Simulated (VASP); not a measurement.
SnGe3Te4: single point with PBE

Crystal: SnGe3Te4.

```xyz
8
Lattice="4.3066 2.4864 3.7268 -4.3066 2.4864 3.7268 0.0000 -4.9728 3.7268" Properties=species:S:1:pos:R:3 pbc="T T T"
Sn    0.0000    0.0000    0.0170
Ge   -2.1537   -1.2434    3.9539
Ge    0.0000    2.4869    3.9539
Ge    2.1537   -1.2434    3.9539
Te   -2.1157   -1.2215    9.1363
Te    0.0000    0.0000    5.4021
Te    0.0000    2.4430    9.1363
Te    2.1157   -1.2215    9.1363
```

```
Program                : VASP 6.6.1
Task                   : single point
Functional             : PBE
Potentials or basis    : VASP PAW PBE potentials, release 64 (Sn_d, Ge_d, Te)
Cutoff                 : 520 eV
k mesh                 : 6 × 6 × 6
Occupations            : gaussian, width 0.02 eV
Spin                   : no spin polarisation
Dipole correction      : no
Further INCAR settings : ALGO = Normal; EDIFF = 1e-06; NBANDS = 50
```

| Property | Result |
| --- | --- |
| Pressure | 0.0 GPa |
| Largest force | 0.008 eV/Å |
| Band gap on the k mesh | 0.13 eV |

Forces in eV/Å, atoms in the order of the input:
```
Sn   0.000  0.000  0.001
Ge  -0.005 -0.003 -0.005
Ge   0.000  0.006 -0.005
Ge   0.005 -0.003 -0.005
Te  -0.003 -0.002  0.003
Te   0.000  0.000  0.005
Te   0.000  0.004  0.003
Te   0.003 -0.002  0.003
```

Levels at points of the mesh, in eV from the valence-band top:
```
           k point  band 37  band 38  band 39  band 40  band 41  band 42  band 43  band 44
(0.00, 0.00, 0.00)    -3.44    -2.00    -1.91    -1.91     1.88     1.92     1.92     2.59
(0.50, 0.00, 0.00)    -1.93    -1.76    -1.08    -0.77     0.97     1.02     1.90     2.22
(0.50, 0.50, 0.00)    -1.46    -1.26    -0.98    -0.75     0.88     1.01     1.08     1.16
(0.50, 0.50, 0.50)    -0.84    -0.70    -0.70     0.00     0.13     0.13     0.44     0.44
```

Wall time 9.8 min on 1 thread of Intel Xeon 8259CL, with other jobs on the host, peak memory 0.53 GiB.

Caveat: semilocal functionals underestimate gaps, and a narrow one can read as zero; spin-orbit coupling is left out, which moves the levels of the heavy elements. A k mesh can miss the band edges.
